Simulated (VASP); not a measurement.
Here is a VASP 6.6.1 calculation.

Contents of INCAR:

```
SYSTEM = Ir
ALGO     = Fast           ! electronic algorithm
EDIFF    = 1E-6           ! SCF threshold, eV
ENCUT    = 520            ! plane-wave cutoff, eV
GGA      = PS             ! functional
ISIF     = 2              ! what is computed and relaxed
ISMEAR   = 0              ! smearing method
LASPH    = .TRUE.         ! aspherical terms in the spheres
LCHARG   = .FALSE.        ! write CHGCAR
LREAL    = .FALSE.        ! projectors in reciprocal space
LWAVE    = .FALSE.        ! write WAVECAR
NBANDS   = 10             ! bands
NELM     = 60             ! most SCF steps
PREC     = Accurate       ! precision mode
SIGMA    = 0.15           ! smearing width, eV
```

The input KPOINTS:

```
k-points
0
G
  26 26 26
  0 0 0
```

File POSCAR:

```
Ir
1.0
    0.0287267281      1.9151152071      1.9151152071
    1.9151152071      0.0287267281      1.9151152071
    1.9438419352      1.9438419352      0.0000000000
Ir
1
Direct
    0.0000000000      0.0000000000      0.0000000000
```

Potentials or basis: VASP PAW PBE potentials, release 64 (Ir).

Command:

```sh
$ cat potpaw_PBE.64/Ir/POTCAR > POTCAR
$ mpirun -np 1 vasp_std > vasp.out
```

What does it give for the pressure?

1.4 GPa.

Estimate the band gap on the k mesh.

zero (an odd number of electrons rules out a gap without spin polarisation).

Stress tensor (GPa, compression positive):
```
 1.60 -8.65  0.00
-8.65  1.60  0.00
 0.00  0.00  0.88
```

Caveat: the cell differs from its parent crystal (strain +0.0300 x Voigt [0, 0, 0, 0, 0, 1]); the PAW data sets were made with another functional, which shifts forces and pressure a little; spin-orbit coupling is left out, which moves the levels of the heavy elements.
